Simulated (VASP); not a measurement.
**BaS: single point with PBE**

Crystal: BaS.

```
CELL_PARAMETERS angstrom
0.00000 3.24622 3.24622
3.24622 0.00000 3.24622
3.24622 3.24622 0.00000
ATOMIC_POSITIONS crystal
Ba 0.00000 0.00000 0.00000
S 0.50000 0.50000 0.50000
```

This cell differs from its parent crystal: volume scaled by 1.03.

```
Program             : VASP 6.6.1
Task                : single point
Functional          : PBE
Potentials or basis : VASP PAW PBE potentials, release 64 (Ba_sv, S)
Cutoff              : 520 eV
k mesh              : 8 × 8 × 8
Occupations         : gaussian, width 0.02 eV
Spin                : no spin polarisation
```

```json
{"Pressure": "-0.7 GPa", "Band gap on the k mesh": "2.18 eV, indirect (least direct gap 2.34 eV)"}
```

Levels at points of the mesh, in eV from the valence-band top:
| k point | band 5 | band 6 | band 7 | band 8 | band 9 | band 10 | band 11 | band 12 |
| --- | --- | --- | --- | --- | --- | --- | --- | --- |
| (0.00, 0.00, 0.00) | -10.29 | 0.00 | 0.00 | 0.00 | 3.37 | 3.86 | 3.86 | 3.86 |
| (0.50, 0.00, 0.00) | -9.26 | -1.83 | -1.00 | -1.00 | 5.37 | 5.54 | 6.12 | 6.12 |
| (0.50, 0.50, 0.00) | -10.19 | -0.57 | -0.16 | -0.16 | 2.18 | 5.74 | 5.80 | 7.23 |

It took 18 s on 1 thread of Intel(R) Xeon(R) 6975P-C (Granite Rapids) (shared host), peak memory 0.21 GiB.

Caveat: spin-orbit coupling is left out, which moves the levels of the heavy elements. A k mesh can miss the band edges.
